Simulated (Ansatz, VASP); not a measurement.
AlNi: VASP beside Ansatz

```
Al Ni
1.0
     1.93869   -1.95319    0.00000
     1.93869    1.95319    0.00000
     0.00000    0.00000    3.09943
Al Ni
1 1
Direct
  0.00000 0.00000 0.00000
  0.50000 0.50000 0.50000
```

Alike in both runs: task single point; functional PBE; k mesh 16 × 16 × 14; occupations gaussian, width 0.1 eV; no spin polarisation.

|  | VASP | Ansatz |
| --- | --- | --- |
| version | VASP 6.6.1 | Ansatz 0.2.0 |
| potentials or method | VASP PAW PBE potentials, release 64 (Al, Ni), cutoff 520 eV | scalar-relativistic, plane waves, PAW |
| valence electrons in the cell | 13 | 21 |

Ansatz gave:

```
gap on the k mesh at the Fermi level (eV)                     : none
pressure (GPa)                                                : 5.9
traceless stress, the component that is largest in VASP (GPa) : -4.38
```

Question: Which values does VASP return?

Answer: gap on the k mesh at the Fermi level (eV): none; pressure (GPa): 5.9; traceless stress, the component that is largest in VASP (GPa): -4.51.

A gap of «none» marks a metal or a gap that the smearing closes. VASP's potentials hold 13 valence electrons a cell and Ansatz's 21, so a difference there can come from the potentials and not from the codes.
